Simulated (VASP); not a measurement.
# Sb3Au (Im-3m) in VASP: notebook

Sb3Au is run at these levels: LDA; tasks: electric field gradients, single point.

Everything below comes from runs of VASP 6.6.1. Logs are shortened: lines on timing, memory, paths and dates and some standing lists are left out, and cuts for length are marked.

## Step 1: The cell of the first run

The structure is cubic, space group Im-3m (No. 229). Conventional cell: a = 6.100 Å, b = 6.100 Å, c = 6.100 Å, α = 90.00°, β = 90.00°, γ = 90.00°. Within 4.0 Å of Sb (site symmetry 4/mmm) lie 4 Sb at 3.05 Å and 2 Au at 3.05 Å. Within 4.0 Å of Au (site symmetry m-3m) lie 6 Sb at 3.05 Å.

## Step 2: Electric field gradients, LDA (28.38 Å³/atom)

The input, INCAR:

```
PREC = Accurate
ENCUT = 520
EDIFF = 1E-8
ISMEAR = -1
SIGMA = 0.05
LREAL = False
LASPH = True
NELM = 100
ALGO = Normal
ISIF = 2
LWAVE = False
LCHARG = False
GGA = CA
LEFG = True
NBANDS = 21
```

The input, KPOINTS:

```
Automatic mesh
0
Gamma
  10 10 10
```

The input, POSCAR:

```
Sb3Au
1.0
   -3.0500997420      3.0500997420      3.0500997420
    3.0500997420     -3.0500997420      3.0500997420
    3.0500997420      3.0500997420     -3.0500997420
Sb Au
3 1
Direct
    0.0000000000      0.5000000000      0.5000000000
    0.5000000000      0.0000000000      0.5000000000
    0.5000000000      0.5000000000      0.0000000000
    0.0000000000      0.0000000000      0.0000000000
```

Potentials or basis: VASP PAW LDA potentials, release 64 (Sb, Au).

Started as:

```sh
> cat potpaw_LDA.64/Sb/POTCAR potpaw_LDA.64/Au/POTCAR > POTCAR
> mpirun -np 1 vasp_std > vasp.out
```

OUTCAR:

```text
PREC = Accurate
   ENCUT = 520
   EDIFF = 1E-8
   ISMEAR = -1
   LREAL = False
   LASPH = True
   NELM = 100
   ISIF = 2
   GGA = CA

 ion  position               nearest neighbor table
   1  0.000  0.500  0.500-   2 3.05   3 3.05   4 3.05   4 3.05   3 3.05   2 3.05
   2  0.500  0.000  0.500-   1 3.05   3 3.05   4 3.05   3 3.05   4 3.05   1 3.05
   3  0.500  0.500  0.000-   1 3.05   2 3.05   4 3.05   2 3.05   1 3.05   4 3.05
   4  0.000  0.000  0.000-   1 3.05   2 3.05   3 3.05   1 3.05   2 3.05   3 3.05

  LATTYP: Found a body centered cubic cell.
 ALAT       =     6.1001994840

  Lattice vectors:

 A1 = (  -3.0500997420,   3.0500997420,   3.0500997420)
 A2 = (   3.0500997420,  -3.0500997420,   3.0500997420)
 A3 = (   3.0500997420,   3.0500997420,  -3.0500997420)

Analysis of symmetry for initial positions (statically):
=====================================================================
 Subroutine PRICEL returns:
 Original cell was already a primitive cell.

 Routine SETGRP: Setting up the symmetry group for a
 body centered cubic supercell.

 Subroutine GETGRP returns: Found 48 space group operations
 (whereof 48 operations were pure point group operations)
 out of a pool of 48 trial point group operations.

The static configuration has the point symmetry O_h .

Analysis of symmetry for dynamics (positions and initial velocities):
=====================================================================
 Subroutine PRICEL returns:
 Original cell was already a primitive cell.

 Routine SETGRP: Setting up the symmetry group for a
 body centered cubic supercell.

 Subroutine GETGRP returns: Found 48 space group operations
 (whereof 48 operations were pure point group operations)
 out of a pool of 48 trial point group operations.

The dynamic configuration has the point symmetry O_h .

 Subroutine INISYM returns: Found 48 space group operations
 (whereof 48 operations are pure point group operations),
 and found     1 'primitive' translations

----------------------------------------------------------------------------------------

                                     Primitive cell

  volume of cell :     113.5016

  direct lattice vectors                    reciprocal lattice vectors
    -3.050099742  3.050099742  3.050099742     0.000000000  0.163929065  0.163929065
     3.050099742 -3.050099742  3.050099742     0.163929065  0.000000000  0.163929065
     3.050099742  3.050099742 -3.050099742     0.163929065  0.163929065  0.000000000

  length of vectors
     5.282927721  5.282927721  5.282927721     0.231830708  0.231830708  0.231830708

  position of ions in fractional coordinates (direct lattice)
     0.000000000  0.500000000  0.500000000
     0.500000000  0.000000000  0.500000000
     0.500000000  0.500000000  0.000000000
     0.000000000  0.000000000  0.000000000

  ion indices of the primitive-cell ions
   primitive index   ion index
                 1           1
                 2           2
                 3           3
                 4           4

----------------------------------------------------------------------------------------

 KPOINTS: Automatic mesh

Automatic generation of k-mesh.
 Grid dimensions read from file:
 generate k-points for:   10   10   10

 Generating k-lattice:

  Cartesian coordinates                     Fractional coordinates (reciprocal lattice)
     0.000000000  0.016392907  0.016392907     0.100000000  0.000000000  0.000000000
     0.016392907  0.000000000  0.016392907     0.000000000  0.100000000  0.000000000
     0.016392907  0.016392907  0.000000000     0.000000000  0.000000000  0.100000000

  Length of vectors
     0.023183071  0.023183071  0.023183071

  Shift w.r.t. Gamma in fractional coordinates (k-lattice)
     0.000000000  0.000000000  0.000000000

 Subroutine IBZKPT returns following result:
 ===========================================

 Found     47 irreducible k-points:

 Following reciprocal coordinates:
            Coordinates               Weight
  0.000000  0.000000  0.000000      1.000000
  0.100000  0.000000  0.000000     12.000000
  0.200000  0.000000  0.000000     12.000000
  0.300000  0.000000  0.000000     12.000000
  0.400000  0.000000  0.000000     12.000000
  0.500000  0.000000  0.000000      6.000000
[... 16 lines left out ...]
  0.300000  0.300000  0.100000      8.000000
 -0.300000  0.300000  0.100000     24.000000
 [... further k-points ...]
   k-points           NKPTS =     47   k-points in BZ     NKDIM =     47   number of bands    NBANDS=     21
   number of dos      NEDOS =    301   number of ions     NIONS =      4
   total plane-waves  NPLWV =  64000
   dimension x,y,z NGX =    40 NGY =   40 NGZ =   40
   dimension x,y,z NGXF=    80 NGYF=   80 NGZF=   80
   ions per type =               3   1
   NGX,Y,Z   is equivalent  to a cutoff of  12.59, 12.59, 12.59 a.u.
   NGXF,Y,Z  is equivalent  to a cutoff of  25.17, 25.17, 25.17 a.u.
 SYSTEM =  unknown system
   PREC   = accura    normal or accurate (medium, high low for compatibility)
   ISTART =      0    job   : 0-new  1-cont  2-samecut
   ICHARG =      2    charge: 1-file 2-atom 10-const
   ISPIN  =      1    spin polarized calculation?
   LNONCOLLINEAR =      F non collinear calculations
   LSORBIT =      F    spin-orbit coupling
   LASPH  =      T    aspherical Exc in radial PAW
   ENCUT  =  520.0 eV  38.22 Ry    6.18 a.u.   9.82  9.82  9.82*2*pi/ulx,y,z
   NELM   =    100;   NELMIN=  2; NELMDL= -5     # of ELM steps
   EDIFF  = 0.1E-07   stopping-criterion for ELM
   LREAL  =      F    real-space projection
   EDIFFG = 0.1E-06   stopping-criterion for IOM
   NSW    =      0    number of steps for IOM
   IBRION =     -1    ionic relax: 0-MD 1-quasi-New 2-CG
   NFREE  =      0    steps in history (QN), initial steepest desc. (CG)
   ISIF   =      2    stress and relaxation
   ISYM   =      2    0-nonsym 1-usesym 2-fastsym
   POTIM  = 0.5000    time-step for ionic-motion
   TEBEG  =    0.0;   TEEND  =   0.0 temperature during run
   PSTRESS=    0.0 pullay stress
   NELECT =      26.0000    total number of electrons
   NUPDOWN=      -1.0000    fix difference up-down
   EMIN   =  10.00;   EMAX   =-10.00  energy-range for DOS
   EFERMI =   0.00;   METHOD = LEGACY
   ISMEAR =    -1;   SIGMA  =   0.05  broadening in eV -4-tet -1-fermi 0-gaus
   EFERMI_NEDOS =   21; number of points for ismear=-14 and -15
   IALGO  =     38    algorithm
   IMIX   =      4    mixing-type and parameters
     AMIX     =   0.40;   BMIX     =  1.00
     AMIX_MAG =   1.60;   BMIX_MAG =  1.00
  volume/ion in A,a.u.               =      28.38       191.49
  Fermi-wavevector in a.u.,A,eV,Ry     =   1.001687  1.892913 13.651763  1.003376
  Thomas-Fermi vector in A             =   2.134125
   LORBIT       =      0    0 simple, 1 ext, 2 COOP (PROOUT), +10 PAW based schemes
   GGA     = CA    functional components
   LHFCALC =     F    Hartree Fock is set to
   AEXX    =    0.0000 exact exchange contribution
   IVDW    =     0    specifies the selected vdW correction
   LEPSILON=     F    determine dielectric tensor
   LRPA    =     F    only Hartree local field effects (RPA)
 non-spin polarized calculation
  energy-cutoff  :      520.00
  volume of cell :      113.50
 maximum number of plane-waves:      3076
   NGX = 19   NGY = 19   NGZ = 19

 number of electron      26.0000004 magnetization

 Free energy of the ion-electron system (eV)
  ---------------------------------------------------
  ext. energy  EPLUGINS =         0.00000000
  ---------------------------------------------------
  free energy    TOTEN  =       -18.35669023 eV

  energy without entropy =      -18.33892966  energy(sigma->0) =      -18.34780995

 E-fermi :   6.4173     XC(G=0): -10.0560

 val. band max:        6.4116793376   @ k =   0.4000   0.1000   0.1000
 cond. band min:       6.4207664059   @ k =   0.2000   0.1000   0.0000
 fundamental gap:      0.0090870683
 Fermi energy:         6.4172623591

 k-point     1 :       0.0000    0.0000    0.0000
  band No.  band energies     occupation
      1      -5.3777      2.00000
      2      -1.0085      2.00000
      3      -1.0085      2.00000
      4       2.6381      2.00000
      5       2.6381      2.00000
      6       2.6381      2.00000
[... 550 lines left out ...]
      5       1.9851      2.00000
      6       2.2969      2.00000
[... 13 lines left out ...]
     20      12.4686      0.00000
     21      12.7662      0.00000

 [... further k-points ...]
[... 5 lines left out ...]
  --------------------------------------------------------------------------------------
  -------------------------------------------------------------------------------------
  Total       -5.7621036     -5.7621036     -5.7621036      0.0000000      0.0000000     -0.0000000
  in kB      -81.3372579    -81.3372579    -81.3372579      0.0000000      0.0000000     -0.0000000
  external PRESSURE =     -81.3372579 kB  Pullay stress =       0.0000000 kB

 VOLUME and BASIS-vectors are now :
 -----------------------------------------------------------------------------
  energy-cutoff  :      520.00
  volume of cell :      113.50
      direct lattice vectors                 reciprocal lattice vectors
    -3.050099742  3.050099742  3.050099742     0.000000000  0.163929065  0.163929065
     3.050099742 -3.050099742  3.050099742     0.163929065  0.000000000  0.163929065
     3.050099742  3.050099742 -3.050099742     0.163929065  0.163929065  0.000000000

 POSITION                                       TOTAL-FORCE (eV/Angst)
 -----------------------------------------------------------------------------------
      3.05010      0.00000      0.00000         0.000000     -0.000000     -0.000000
      0.00000      3.05010      0.00000        -0.000000      0.000000     -0.000000
      0.00000      0.00000      3.05010         0.000000      0.000000      0.000000
      0.00000      0.00000      0.00000         0.000000     -0.000000      0.000000
 -----------------------------------------------------------------------------------
    total drift:                               -0.000000      0.000000      0.000000

  FREE ENERGIE OF THE ION-ELECTRON SYSTEM (eV)
  ---------------------------------------------------
  free  energy   TOTEN  =       -18.3566902304 eV

  energy  without entropy=      -18.3389296647  energy(sigma->0) =      -18.34780995

 Electric field gradients (V/A^2)
---------------------------------------------------------------------
 ion       V_xx      V_yy      V_zz      V_xy      V_xz      V_yz
---------------------------------------------------------------------
   1      -4.136     2.068     2.068    -0.000    -0.000    -0.000
   2       2.068    -4.136     2.068    -0.000    -0.000    -0.000
   3       2.068     2.068    -4.136    -0.000    -0.000    -0.000
   4      -0.000    -0.000     0.000    -0.001    -0.001    -0.001
---------------------------------------------------------------------

 Electric field gradients after diagonalization (V/A^2)
 (convention: |V_zz| > |V_xx| > |V_yy|)
----------------------------------------------------------------------
 ion       V_xx      V_yy      V_zz     asymmetry (V_yy - V_xx)/ V_zz
----------------------------------------------------------------------
   1       2.068     2.068    -4.136       0.000
   2       2.068     2.068    -4.136       0.000
   3       2.068     2.068    -4.136       0.000
   4       0.001     0.001    -0.001       0.000
----------------------------------------------------------------------

           NMR quadrupolar parameters

 Cq : quadrupolar parameter    Cq=e*Q*V_zz/h
 eta: asymmetry parameters     (V_yy - V_xx)/ V_zz
 Q  : nuclear electric quadrupole moment in mb (millibarn)
----------------------------------------------------------------------
 ion       Cq(MHz)       eta       Q (mb)
----------------------------------------------------------------------
   1      -0.010       0.000       1.000
   2      -0.010       0.000       1.000
   3      -0.010       0.000       1.000
   4      -0.000       0.000       1.000
----------------------------------------------------------------------
```

Wall time 3 min (1 thread of Intel Xeon Platinum 8488C (Sapphire Rapids), shared host); peak memory 0.26 GiB.

Results:

| Property | Result |
| --- | --- |
| Free energy | -18.3567 eV |
| Pressure | -8.1 GPa |
| Band gap on the k mesh | zero (bands 13 and 14 overlap by 2.66 eV) |
| Largest electric field gradient by atom | Sb -4.1; Au +0.0 V/Å² |

Levels at points of the mesh, in eV from the Fermi level:
```tsv
k point	band 11	band 12	band 13	band 14	band 15	band 16
(0.00, 0.00, 0.00)	-3.24	-1.34	-1.34	-1.34	-1.07	3.85
(0.50, 0.00, 0.00)	-1.96	-0.44	-0.10	0.08	0.93	2.44
(0.50, 0.50, 0.50)	-3.41	-0.08	-0.08	-0.08	-0.05	5.82
```

Electric field gradients, principal values (V/Å²):
```tsv
atom	least	middle	greatest (by size)
1 Sb	2.068	2.068	-4.136
2 Sb	2.068	2.068	-4.136
3 Sb	2.068	2.068	-4.136
4 Au	-0.001	0.001	0.001
```

Caveat: the cell stands under tension; without QUAD_EFG the Cq values of the log hold for a quadrupole moment of 1 mb, not for the nuclei; spin-orbit coupling is left out, which moves the levels of the heavy elements.

## Step 3: Electric field gradients, LDA (29.22 Å³/atom)

This run uses another cell than the first one, of 29.22 Å³/atom.

The input, INCAR:

```
PREC = Accurate ; ENCUT = 520
EDIFF = 1E-8 ; ISMEAR = -1
SIGMA = 0.05 ; LREAL = F
LASPH = T ; NELM = 80
ALGO = Normal ; ISIF = 2
LWAVE = F ; LCHARG = F
GGA = CA ; LEFG = T
NBANDS = 21
```

The input, KPOINTS:

```
regular mesh
0
Gamma
  10 10 10
```

The input, POSCAR:

```
Sb3Au
1.0
   -3.0800045876      3.0800045876      3.0800045876
    3.0800045876     -3.0800045876      3.0800045876
    3.0800045876      3.0800045876     -3.0800045876
Sb Au
3 1
Direct
    0.0000000000      0.5000000000      0.5000000000
    0.5000000000      0.0000000000      0.5000000000
    0.5000000000      0.5000000000      0.0000000000
    0.0000000000      0.0000000000      0.0000000000
```

Potentials or basis: VASP PAW LDA potentials, release 64 (Sb, Au).

Started as:

```sh
> cat potpaw_LDA.64/Sb/POTCAR potpaw_LDA.64/Au/POTCAR > POTCAR
> mpirun -np 1 vasp_std > vasp.out
```

OUTCAR:

```text
PREC = Accurate
   ENCUT = 520
   EDIFF = 1E-8
   ISMEAR = -1
   LREAL = F
   LASPH = T
   NELM = 80
   ISIF = 2
   GGA = CA

 ion  position               nearest neighbor table
   1  0.000  0.500  0.500-   2 3.08   3 3.08   4 3.08   4 3.08   3 3.08   2 3.08
   2  0.500  0.000  0.500-   1 3.08   3 3.08   4 3.08   3 3.08   4 3.08   1 3.08
   3  0.500  0.500  0.000-   1 3.08   2 3.08   4 3.08   2 3.08   1 3.08   4 3.08
   4  0.000  0.000  0.000-   1 3.08   2 3.08   3 3.08   1 3.08   2 3.08   3 3.08

  LATTYP: Found a body centered cubic cell.
 ALAT       =     6.1600091752

  Lattice vectors:
[... 803 lines left out ...]
 ion       V_xx      V_yy      V_zz      V_xy      V_xz      V_yz
---------------------------------------------------------------------
   1      -4.628     2.314     2.314    -0.000    -0.000    -0.000
   2       2.314    -4.628     2.314    -0.000    -0.000    -0.000
   3       2.314     2.314    -4.628    -0.000    -0.000    -0.000
   4      -0.000    -0.000     0.000    -0.000    -0.000    -0.000
---------------------------------------------------------------------

 Electric field gradients after diagonalization (V/A^2)
 (convention: |V_zz| > |V_xx| > |V_yy|)
----------------------------------------------------------------------
 ion       V_xx      V_yy      V_zz     asymmetry (V_yy - V_xx)/ V_zz
----------------------------------------------------------------------
   1       2.314     2.314    -4.628       0.000
   2       2.314     2.314    -4.628       0.000
   3       2.314     2.314    -4.628       0.000
   4       0.000     0.000    -0.001       0.000
----------------------------------------------------------------------

           NMR quadrupolar parameters

 Cq : quadrupolar parameter    Cq=e*Q*V_zz/h
 eta: asymmetry parameters     (V_yy - V_xx)/ V_zz
 Q  : nuclear electric quadrupole moment in mb (millibarn)
----------------------------------------------------------------------
 ion       Cq(MHz)       eta       Q (mb)
----------------------------------------------------------------------
   1      -0.011       0.000       1.000
   2      -0.011       0.000       1.000
   3      -0.011       0.000       1.000
   4      -0.000       0.000       1.000
----------------------------------------------------------------------
```

stdout:

```text
POSCAR found type information on POSCAR SbAu
 POSCAR found :  2 types and       4 ions
 scaLAPACK will be used
 LDA part: xc-table for (Slater(with rela. corr.)+CA(PZ))
 , standard interpolation
 POSCAR, INCAR and KPOINTS ok, starting setup
 FFT: planning ... GRIDC
 FFT: planning ... GRID_SOFT
 FFT: planning ... GRID
 WAVECAR not read
 entering main loop
ion   1

ion   2

ion   3

ion   4
```

Run time: 2.7 min. Hardware: 1 thread of Intel Xeon Platinum 8488C (Sapphire Rapids), shared host; peak memory 0.27 GiB.

What came out:

```yaml
Free_energy: -18.1746 eV
Pressure: -9.2 GPa
Band_gap_on_the_k_mesh: zero (bands 13 and 14 overlap by 2.53 eV)
Largest_electric_field_gradient_by_atom: Sb -4.6; Au -0.0 V/Å²
```

Levels at points of the mesh, in eV from the Fermi level:
| k point | band 9 | band 10 | band 11 | band 12 | band 13 | band 14 | band 15 | band 16 | band 17 | band 18 |
| --- | --- | --- | --- | --- | --- | --- | --- | --- | --- | --- |
| (0.00, 0.00, 0.00) | -3.31 | -3.19 | -3.19 | -1.27 | -1.27 | -1.27 | -1.07 | 3.89 | 3.89 | 3.89 |
| (0.50, 0.00, 0.00) | -2.89 | -2.65 | -1.85 | -0.42 | -0.10 | 0.08 | 0.85 | 2.34 | 4.42 | 4.65 |
| (0.50, 0.50, 0.50) | -3.54 | -3.33 | -3.33 | -0.16 | -0.07 | -0.07 | -0.07 | 5.62 | 5.62 | 5.62 |

Electric field gradients, principal values (V/Å²):
```
atom  least  middle  greatest (by size)
1 Sb  2.314   2.314              -4.628
2 Sb  2.314   2.314              -4.628
3 Sb  2.314   2.314              -4.628
4 Au  0.000   0.000              -0.001
```

Caveat: the cell stands under tension; without QUAD_EFG the Cq values of the log hold for a quadrupole moment of 1 mb, not for the nuclei; spin-orbit coupling is left out, which moves the levels of the heavy elements.

[end of part 1 of 2]

The gap in the log of VASP goes by the Fermi energy; the results here count the filled bands.